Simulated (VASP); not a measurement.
# Zr3TiN4 (Cmmm) in VASP: notebook

Zr3TiN4 is run at these levels: PBE; tasks: single point.

Everything below comes from runs of VASP 6.6.1. Logs are shortened: lines on timing, memory, paths and dates and some standing lists are left out, and cuts for length are marked.

### Step 1. The cell of the first run

It takes space group Cmmm (No. 65, orthorhombic). The conventional cell has a = 6.385 Å, b = 9.033 Å, c = 3.201 Å, α = 90.00°, β = 90.00°, γ = 90.00°. Within 3.0 Å of Zr (site symmetry 2/m) lie 6 N at 2.26 Å. Zr (site symmetry mmm) has 6 N at 2.30 to 2.31 Å within 3.0 Å. Within 2.9 Å of Ti (site symmetry mmm) lie 6 N at 2.21 to 2.22 Å. N (site symmetry 2mm) has 2 Ti at 2.22 Å and 4 Zr at 2.26 to 2.31 Å within 2.9 Å. Within 2.9 Å of N (site symmetry m2m) lie 1 Ti at 2.21 Å and 5 Zr at 2.26 to 2.30 Å.

### Step 2. Single point, PBE

INCAR

```
ALGO = Normal
EDIFF = 1E-6
ENCUT = 520
GGA = PE
ISIF = 2
ISMEAR = 0
LASPH = True
LCHARG = True
LELF = True
LREAL = False
LVHAR = True
LWAVE = False
NBANDS = 44
NELM = 100
PREC = Accurate
SIGMA = 0.1
```

KPOINTS

```
k-points
0
Gamma
  8 8 12
```

POSCAR

```
Zr3TiN4
1.0
    3.1925322024     -4.5165898304      0.0000000000
    3.1925322024      4.5165898304      0.0000000000
    0.0000000000      0.0000000000      3.2011919222
Zr Ti N
3 1 4
Direct
    0.5000000000      0.0000000000      0.0000000000
    0.5000000000      0.5000000000      0.5000000000
    0.0000000000      0.5000000000      0.0000000000
    0.0000000000      0.0000000000      0.5000000000
    0.7600560571      0.7600560571      0.0000000000
    0.7551362311      0.2448637689      0.5000000000
    0.2448637689      0.7551362311      0.5000000000
    0.2399439429      0.2399439429      0.0000000000
```

Potentials or basis: VASP PAW PBE potentials, release 64 (Zr_sv, Ti_sv, N).

Run with:

```bash
$ cat potpaw_PBE.64/Zr_sv/POTCAR potpaw_PBE.64/Ti_sv/POTCAR potpaw_PBE.64/N/POTCAR > POTCAR
$ mpirun -np 1 vasp_std > vasp.out
```

OUTCAR:

```text
EDIFF = 1E-6
   ENCUT = 520
   GGA = PE
   ISIF = 2
   ISMEAR = 0
   LASPH = True
   LREAL = False
   NELM = 100
   PREC = Accurate

 ion  position               nearest neighbor table
   1  0.500  0.000  0.000-   5 2.26   8 2.26   7 2.26   6 2.26   6 2.26   7 2.26   3 3.19   3 3.19
                             4 3.20   2 3.20   4 3.20   2 3.20   2 3.20   4 3.20   4 3.20   2 3.20
   2  0.500  0.500  0.500-   6 2.30   7 2.30   5 2.31   8 2.31   5 2.31   8 2.31   4 3.19   4 3.19
                             3 3.20   3 3.20   1 3.20   1 3.20   1 3.20   3 3.20   3 3.20   1 3.20
   3  0.000  0.500  0.000-   5 2.26   8 2.26   7 2.26   6 2.26   6 2.26   7 2.26   1 3.19   1 3.19
                             4 3.20   2 3.20   4 3.20   4 3.20   4 3.20   2 3.20   2 3.20   2 3.20
   4  0.000  0.000  0.500-   6 2.21   7 2.21   5 2.22   8 2.22   5 2.22   8 2.22   2 3.19   2 3.19
                             3 3.20   1 3.20   3 3.20   3 3.20   3 3.20   1 3.20   1 3.20   1 3.20
   5  0.760  0.760  0.000-   4 2.22   4 2.22   1 2.26   3 2.26   2 2.31   2 2.31
   6  0.755  0.245  0.500-   4 2.21   3 2.26   1 2.26   1 2.26   3 2.26   2 2.30
   7  0.245  0.755  0.500-   4 2.21   3 2.26   1 2.26   1 2.26   3 2.26   2 2.30
   8  0.240  0.240  0.000-   4 2.22   4 2.22   1 2.26   3 2.26   2 2.31   2 2.31

  LATTYP: Found a base centered orthorhombic cell.
 ALAT       =     6.3850644048
 B/A-ratio  =     1.4147358724
 C/A-ratio  =     0.5013562463

  Lattice vectors:

 A1 = (   3.1925322024,  -4.5165898304,   0.0000000000)
 A2 = (   3.1925322024,   4.5165898304,   0.0000000000)
 A3 = (   0.0000000000,   0.0000000000,   3.2011919222)

Analysis of symmetry for initial positions (statically):
=====================================================================
 Subroutine PRICEL returns:
 Original cell was already a primitive cell.

 Routine SETGRP: Setting up the symmetry group for a
 base centered orthorhombic supercell.

 Subroutine GETGRP returns: Found  8 space group operations
 (whereof  8 operations were pure point group operations)
 out of a pool of  8 trial point group operations.

The static configuration has the point symmetry D_2h.

Analysis of symmetry for dynamics (positions and initial velocities):
=====================================================================
 Subroutine PRICEL returns:
 Original cell was already a primitive cell.

 Routine SETGRP: Setting up the symmetry group for a
 base centered orthorhombic supercell.

 Subroutine GETGRP returns: Found  8 space group operations
 (whereof  8 operations were pure point group operations)
 out of a pool of  8 trial point group operations.

The dynamic configuration has the point symmetry D_2h.

 Subroutine INISYM returns: Found  8 space group operations
 (whereof  8 operations are pure point group operations),
 and found     1 'primitive' translations

----------------------------------------------------------------------------------------

                                     Primitive cell

  volume of cell :      92.3183

  direct lattice vectors                    reciprocal lattice vectors
     3.192532202 -4.516589830  0.000000000     0.156615491 -0.110702990  0.000000000
     3.192532202  4.516589830  0.000000000     0.156615491  0.110702990  0.000000000
     0.000000000  0.000000000  3.201191922     0.000000000  0.000000000  0.312383645

  length of vectors
     5.530989564  5.530989564  3.201191922     0.191790417  0.191790417  0.312383645

  position of ions in fractional coordinates (direct lattice)
     0.500000000  0.000000000  0.000000000
     0.500000000  0.500000000  0.500000000
     0.000000000  0.500000000  0.000000000
     0.000000000  0.000000000  0.500000000
     0.760056057  0.760056057  0.000000000
     0.755136231  0.244863769  0.500000000
     0.244863769  0.755136231  0.500000000
     0.239943943  0.239943943  0.000000000

  ion indices of the primitive-cell ions
   primitive index   ion index
                 1           1
                 2           2
                 3           3
                 4           4
                 5           5
                 6           6
                 7           7
                 8           8

----------------------------------------------------------------------------------------

 KPOINTS: k-points

Automatic generation of k-mesh.
 Grid dimensions read from file:
 generate k-points for:    8    8   12

 Generating k-lattice:

  Cartesian coordinates                     Fractional coordinates (reciprocal lattice)
     0.019576936 -0.013837874  0.000000000     0.125000000  0.000000000  0.000000000
     0.019576936  0.013837874  0.000000000     0.000000000  0.125000000  0.000000000
     0.000000000  0.000000000  0.026031970     0.000000000  0.000000000  0.083333333

  Length of vectors
     0.023973802  0.023973802  0.026031970

  Shift w.r.t. Gamma in fractional coordinates (k-lattice)
     0.000000000  0.000000000  0.000000000

 Subroutine IBZKPT returns following result:
 ===========================================

 Found    147 irreducible k-points:

 Following reciprocal coordinates:
            Coordinates               Weight
  0.000000  0.000000  0.000000      1.000000
  0.125000  0.000000  0.000000      4.000000
  0.250000  0.000000  0.000000      4.000000
  0.375000 -0.000000  0.000000      4.000000
  0.500000  0.000000  0.000000      2.000000
  0.125000  0.125000  0.000000      2.000000
[... 16 lines left out ...]
  0.125000  0.000000  0.083333      8.000000
  0.250000  0.000000  0.083333      8.000000
 [... further k-points ...]
   k-points           NKPTS =    147   k-points in BZ     NKDIM =    147   number of bands    NBANDS=     44
   number of dos      NEDOS =    301   number of ions     NIONS =      8
   total plane-waves  NPLWV =  42336
   dimension x,y,z NGX =    42 NGY =   42 NGZ =   24
   dimension x,y,z NGXF=    84 NGYF=   84 NGZF=   48
   ions per type =               3   1   4
   NGX,Y,Z   is equivalent  to a cutoff of  12.62, 12.62, 12.46 a.u.
   NGXF,Y,Z  is equivalent  to a cutoff of  25.25, 25.25, 24.93 a.u.
 SYSTEM =  unknown system
   PREC   = accura    normal or accurate (medium, high low for compatibility)
   ISTART =      0    job   : 0-new  1-cont  2-samecut
   ICHARG =      2    charge: 1-file 2-atom 10-const
   ISPIN  =      1    spin polarized calculation?
   LNONCOLLINEAR =      F non collinear calculations
   LSORBIT =      F    spin-orbit coupling
   LASPH  =      T    aspherical Exc in radial PAW
   ENCUT  =  520.0 eV  38.22 Ry    6.18 a.u.  10.28 10.28  5.95*2*pi/ulx,y,z
   NELM   =    100;   NELMIN=  2; NELMDL= -5     # of ELM steps
   EDIFF  = 0.1E-05   stopping-criterion for ELM
   LREAL  =      F    real-space projection
   EDIFFG = 0.1E-04   stopping-criterion for IOM
   NSW    =      0    number of steps for IOM
   IBRION =     -1    ionic relax: 0-MD 1-quasi-New 2-CG
   NFREE  =      0    steps in history (QN), initial steepest desc. (CG)
   ISIF   =      2    stress and relaxation
   ISYM   =      2    0-nonsym 1-usesym 2-fastsym
   POTIM  = 0.5000    time-step for ionic-motion
   TEBEG  =    0.0;   TEEND  =   0.0 temperature during run
   PSTRESS=    0.0 pullay stress
   NELECT =      68.0000    total number of electrons
   NUPDOWN=      -1.0000    fix difference up-down
   EMIN   =  10.00;   EMAX   =-10.00  energy-range for DOS
   EFERMI =   0.00;   METHOD = LEGACY
   ISMEAR =     0;   SIGMA  =   0.10  broadening in eV -4-tet -1-fermi 0-gaus
   EFERMI_NEDOS =   21; number of points for ismear=-14 and -15
   IALGO  =     38    algorithm
   IMIX   =      4    mixing-type and parameters
     AMIX     =   0.40;   BMIX     =  1.00
     AMIX_MAG =   1.60;   BMIX_MAG =  1.00
  volume/ion in A,a.u.               =      11.54        77.87
  Fermi-wavevector in a.u.,A,eV,Ry     =   1.478479  2.793921 29.740990  2.185901
  Thomas-Fermi vector in A             =   2.592755
   LORBIT       =      0    0 simple, 1 ext, 2 COOP (PROOUT), +10 PAW based schemes
   GGA     = PE    functional components
   LHFCALC =     F    Hartree Fock is set to
   AEXX    =    0.0000 exact exchange contribution
   IVDW    =     0    specifies the selected vdW correction
   LEPSILON=     F    determine dielectric tensor
   LRPA    =     F    only Hartree local field effects (RPA)
 non-spin polarized calculation
 Gauss-broadening in eV      SIGMA  =   0.10
  energy-cutoff  :      520.00
  volume of cell :       92.32
 maximum number of plane-waves:      2512
 NGX is ok and might be reduce to    42
   NGX = 21   NGY = 21   NGZ = 11

 number of electron      67.9999991 magnetization

 Free energy of the ion-electron system (eV)
  ---------------------------------------------------
  ext. energy  EPLUGINS =         0.00000000
  ---------------------------------------------------
  free energy    TOTEN  =       -80.43812435 eV

  energy without entropy =      -80.42285101  energy(sigma->0) =      -80.43048768

 E-fermi :  11.6699     XC(G=0): -12.5544

 val. band max:       11.6631126671   @ k =   0.5000   0.3750   0.2500
 cond. band min:      11.6731040411   @ k =   0.5000   0.1250   0.3333
 fundamental gap:      0.0099913740
 Fermi energy:        11.6699454432

 k-point     1 :       0.0000    0.0000    0.0000
  band No.  band energies     occupation
      1     -46.2468      2.00000
      2     -37.8593      2.00000
      3     -37.6585      2.00000
      4     -37.6371      2.00000
      5     -22.5411      2.00000
      6     -22.5301      2.00000
[... 36 lines left out ...]
     43      14.6274      0.00000
     44      15.1341      0.00000

 k-point     2 :       0.1250    0.0000    0.0000
  band No.  band energies     occupation
      1     -46.2468      2.00000
      2     -37.8568      2.00000
      3     -37.6591      2.00000
      4     -37.6393      2.00000
      5     -22.5403      2.00000
      6     -22.5295      2.00000
[... 1026 lines left out ...]
 k-point    24 :       0.2500    0.0000    0.0833
  band No.  band energies     occupation
      1     -46.2458      2.00000
      2     -37.8452      2.00000
      3     -37.6588      2.00000
      4     -37.6408      2.00000
      5     -22.5362      2.00000
      6     -22.5265      2.00000
[... 36 lines left out ...]
     43      14.4409      0.00000
     44      14.9171      0.00000

 [... further k-points ...]

------------------------ aborting loop because EDIFF is reached ----------------------------------------

  FORCE on cell =-STRESS in cart. coord.  units (eV):
  Direction    XX          YY          ZZ          XY          YZ          ZX
  --------------------------------------------------------------------------------------
  -------------------------------------------------------------------------------------
  Total        0.1343996      0.1342484      0.1596685      0.0000000      0.0000000      0.0000000
  in kB        2.3324966      2.3298715      2.7710361      0.0000000      0.0000000      0.0000000
  external PRESSURE =       2.4778014 kB  Pullay stress =       0.0000000 kB

 VOLUME and BASIS-vectors are now :
 -----------------------------------------------------------------------------
  energy-cutoff  :      520.00
  volume of cell :       92.32
      direct lattice vectors                 reciprocal lattice vectors
     3.192532202 -4.516589830  0.000000000     0.156615491 -0.110702990  0.000000000
     3.192532202  4.516589830  0.000000000     0.156615491  0.110702990  0.000000000
     0.000000000  0.000000000  3.201191922     0.000000000  0.000000000  0.312383645

 POSITION                                       TOTAL-FORCE (eV/Angst)
 -----------------------------------------------------------------------------------
      1.59627     -2.25829      0.00000        -0.000000      0.000000     -0.000000
      3.19253      0.00000      1.60060         0.000000      0.000000     -0.000000
      1.59627      2.25829      0.00000         0.000000      0.000000     -0.000000
      0.00000      0.00000      1.60060        -0.000000      0.000000     -0.000000
      4.85301      0.00000      0.00000        -0.008449      0.000000     -0.000000
      3.19253     -2.30469      1.60060         0.000000      0.006815     -0.000000
      3.19253      2.30469      1.60060         0.000000     -0.006815      0.000000
      1.53206      0.00000      0.00000         0.008449      0.000000      0.000000
 -----------------------------------------------------------------------------------
    total drift:                                0.000000      0.000000     -0.000000

  FREE ENERGIE OF THE ION-ELECTRON SYSTEM (eV)
  ---------------------------------------------------
  free  energy   TOTEN  =       -80.4381243513 eV

  energy  without entropy=      -80.4228510050  energy(sigma->0) =      -80.43048768
```

It took 14 min on 1 thread of Intel Xeon 8259CL, shared host; peak memory 0.56 GiB.

What came out:

| Property | Result |
| --- | --- |
| Free energy | -80.4381 eV |
| Pressure | 0.2 GPa |
| Largest force | 0.008 eV/Å |
| Band gap on the k mesh | zero (bands 34 and 35 overlap by 1.28 eV) |

Forces on the atoms (eV/Å):
```
Zr   0.000  0.000  0.000
Zr   0.000  0.000  0.000
Zr   0.000  0.000  0.000
Ti   0.000  0.000  0.000
N   -0.008  0.000  0.000
N    0.000  0.007  0.000
N    0.000 -0.007  0.000
N    0.008  0.000  0.000
```

### Step 3. Single point, PBE, collinear spin

INCAR

```
SYSTEM = Zr3TiN4
ALGO = Normal
EDIFF = 1E-6
ENCUT = 520
GGA = PE
ISIF = 2
ISMEAR = 0
ISPIN = 2
LASPH = .True.
LCHARG = .False.
LMAXMIX = 4
LORBIT = 11
LREAL = .False.
LWAVE = .False.
MAGMOM = 0 0 0 1 0 0 0 0
NBANDS = 48
NELM = 150
PREC = Accurate
SIGMA = 0.1
```

KPOINTS

```
k-points
0
Gamma
  4 4 6
  0 0 0
```

POSCAR

```
Zr3TiN4
1.0
    3.1972580498     -4.5353640140      0.0000000000
    3.1972580498      4.5353640140      0.0000000000
    0.0000000000      0.0000000000      3.1838638754
Zr Ti N
3 1 4
Direct
    0.5000000000      0.0000000000      0.0000000000
    0.5000000000      0.5000000000      0.5000000000
    0.0000000000      0.5000000000      0.0000000000
    0.0000000000      0.0000000000      0.5000000000
    0.7606687252      0.7606687252      0.0000000000
    0.7546092660      0.2453907340      0.5000000000
    0.2453907340      0.7546092660      0.5000000000
    0.2393312748      0.2393312748      0.0000000000
```

Potentials or basis: VASP PAW PBE potentials, release 64 (Zr_sv, Ti_sv, N).

Run with:

```bash
$ cat potpaw_PBE.64/Zr_sv/POTCAR potpaw_PBE.64/Ti_sv/POTCAR potpaw_PBE.64/N/POTCAR > POTCAR
$ mpirun -np 1 vasp_std > vasp.out
```

OUTCAR:

```text
SYSTEM = Zr3TiN4
   EDIFF = 1E-6
   ENCUT = 520
   GGA = PE
   ISIF = 2
   ISMEAR = 0
   ISPIN = 2
   LASPH = .True.
   LORBIT = 11
   LREAL = .False.
   NELM = 150
   PREC = Accurate

 ion  position               nearest neighbor table
   1  0.500  0.000  0.000-   6 2.26   7 2.26   6 2.26   7 2.26   5 2.27   8 2.27   3 3.20   3 3.20
                             4 3.20   2 3.20   4 3.20   2 3.20   2 3.20   4 3.20   4 3.20   2 3.20
   2  0.500  0.500  0.500-   5 2.30   8 2.30   5 2.30   8 2.30   7 2.31   6 2.31   4 3.20   4 3.20
                             3 3.20   3 3.20   1 3.20   1 3.20   1 3.20   3 3.20   3 3.20   1 3.20
   3  0.000  0.500  0.000-   6 2.26   7 2.26   6 2.26   7 2.26   5 2.27   8 2.27   1 3.20   1 3.20
                             4 3.20   2 3.20   4 3.20   4 3.20   4 3.20   2 3.20   2 3.20   2 3.20
   4  0.000  0.000  0.500-   5 2.21   8 2.21   5 2.21   8 2.21   7 2.23   6 2.23   2 3.20   2 3.20
                             3 3.20   1 3.20   3 3.20   3 3.20   3 3.20   1 3.20   1 3.20   1 3.20
   5  0.761  0.761  0.000-   4 2.21   4 2.21   1 2.27   3 2.27   2 2.30   2 2.30
   6  0.755  0.245  0.500-   4 2.23   3 2.26   1 2.26   1 2.26   3 2.26   2 2.31
   7  0.245  0.755  0.500-   4 2.23   3 2.26   1 2.26   1 2.26   3 2.26   2 2.31
   8  0.239  0.239  0.000-   4 2.21   4 2.21   1 2.27   3 2.27   2 2.30   2 2.30

  LATTYP: Found a base centered orthorhombic cell.
 ALAT       =     6.3945160996
 B/A-ratio  =     1.4185167238
[... 2595 lines left out ...]
     3.197258050 -4.535364014  0.000000000     0.156383999 -0.110244734  0.000000000
     3.197258050  4.535364014  0.000000000     0.156383999  0.110244734  0.000000000
     0.000000000  0.000000000  3.183863875     0.000000000  0.000000000  0.314083780

 POSITION                                       TOTAL-FORCE (eV/Angst)
 -----------------------------------------------------------------------------------
      1.59863     -2.26768      0.00000        -0.000000     -0.000000      0.000000
      3.19726      0.00000      1.59193        -0.000000      0.000000      0.000000
      1.59863      2.26768      0.00000        -0.000000      0.000000      0.000000
      0.00000      0.00000      1.59193        -0.000000      0.000000      0.000000
      4.86411      0.00000      0.00000        -0.021606      0.000000      0.000000
      3.19726     -2.30949      1.59193        -0.000000      0.001072      0.000000
      3.19726      2.30949      1.59193        -0.000000     -0.001072     -0.000000
      1.53041      0.00000      0.00000         0.021606      0.000000      0.000000
 -----------------------------------------------------------------------------------
    total drift:                                0.000000      0.000000     -0.000000

  FREE ENERGIE OF THE ION-ELECTRON SYSTEM (eV)
  ---------------------------------------------------
  free  energy   TOTEN  =       -80.4700546345 eV

  energy  without entropy=      -80.4540921288  energy(sigma->0) =      -80.46207338

 total charge

# of ion       s       p       d       tot
------------------------------------------
    1        2.169   6.043   1.685   9.898
    2        2.160   6.026   1.687   9.873
    3        2.169   6.043   1.685   9.898
    4        2.157   6.166   1.893  10.216
    5        1.242   2.464   0.000   3.706
    6        1.244   2.485   0.000   3.730
    7        1.244   2.485   0.000   3.730
    8        1.242   2.464   0.000   3.706
--------------------------------------------------
tot         13.627  34.179   6.951  54.756

 magnetization (x)

# of ion       s       p       d       tot
------------------------------------------
    1        0.000  -0.000  -0.000   0.000
    2        0.000  -0.000   0.000   0.000
    3        0.000  -0.000  -0.000   0.000
    4        0.000  -0.000   0.000   0.000
    5        0.000  -0.000   0.000  -0.000
    6        0.000  -0.000   0.000  -0.000
    7        0.000  -0.000   0.000  -0.000
    8        0.000  -0.000   0.000  -0.000
--------------------------------------------------
tot          0.000  -0.000   0.000   0.000
```

stdout:

```text
POSCAR found type information on POSCAR ZrTiN
 POSCAR found :  3 types and       8 ions
 scaLAPACK will be used
 LDA part: xc-table for (Slater+PW92), standard interpolation
 POSCAR, INCAR and KPOINTS ok, starting setup
 FFT: planning ... GRIDC
 FFT: planning ... GRID_SOFT
 FFT: planning ... GRID
 WAVECAR not read
 entering main loop
```

It took 4.8 min on 1 thread of Intel Xeon 8259CL, shared host; peak memory 0.34 GiB.

Results:

| Property | Result |
| --- | --- |
| Free energy | -80.4701 eV |
| Pressure | 0.1 GPa |
| Largest force | 0.022 eV/Å |
| Band gap on the k mesh | zero (filled and empty bands overlap) |
| Net moment | 0.00 μB per cell |
| Valence electrons inside the program's atomic spheres | Zr 9.90, 9.87 (each value once); Ti 10.22; N 3.71, 3.73 (each value once) |

Forces in eV/Å, atoms in the order of the input:
```
Zr   0.000  0.000  0.000
Zr   0.000  0.000  0.000
Zr   0.000  0.000  0.000
Ti   0.000  0.000  0.000
N   -0.022  0.000  0.000
N    0.000  0.001  0.000
N    0.000 -0.001  0.000
N    0.022  0.000  0.000
```

Stress tensor (GPa, compression positive):
```
-0.10  0.00  0.00
 0.00  0.18  0.00
 0.00  0.00  0.35
```
